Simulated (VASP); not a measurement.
A run of VASP 6.6.1:

POSCAR

```
GaAs
1.0
    0.0000000000      2.6300058698      2.6300058698
    2.6300058698      0.0000000000      2.6300058698
    2.6300058698      2.6300058698      0.0000000000
Ga As
1 1
Direct
    0.0000000000      0.0000000000      0.0000000000
    0.2500000000      0.2500000000      0.2500000000
```

INCAR.step1

```
PREC = Accurate
ENCUT = 520
ISMEAR = -1
SIGMA = 0.08
LREAL = F
LASPH = T
NELM = 60
NBANDS = 16
GGA = PE
ALGO = Normal
EDIFF = 1E-4
LWAVE = T
LCHARG = F
```

Contents of INCAR.step2:

```
PREC = Accurate
ENCUT = 520
EDIFF = 1E-7
ISMEAR = -1
SIGMA = 0.08
LREAL = F
LASPH = T
NELM = 60
ALGO = Normal
ISIF = 2
LWAVE = F
LCHARG = F
METAGGA = R2SCAN
LMIXTAU = T
NBANDS = 16
ISTART = 1
```

KPOINTS

```
regular mesh
0
Gamma
  11 11 11
```

Potentials or basis: VASP PAW PBE potentials, release 64 (Ga_d, As).

Command:

```console
$ cat potpaw_PBE.64/Ga_d/POTCAR potpaw_PBE.64/As/POTCAR > POTCAR
$ cp INCAR.step1 INCAR
$ mpirun -np 1 vasp_std > vasp.out
$ cp INCAR.step2 INCAR
$ mpirun -np 1 vasp_std > vasp.out
```

Hardware: 1 thread of Intel Xeon 8259CL, on a shared host.

Estimate the wall time of this run.

Wall time 3 min on 1 thread of Intel Xeon 8259CL, with other jobs on the host, peak memory 0.19 GiB. Counts: k points 56.
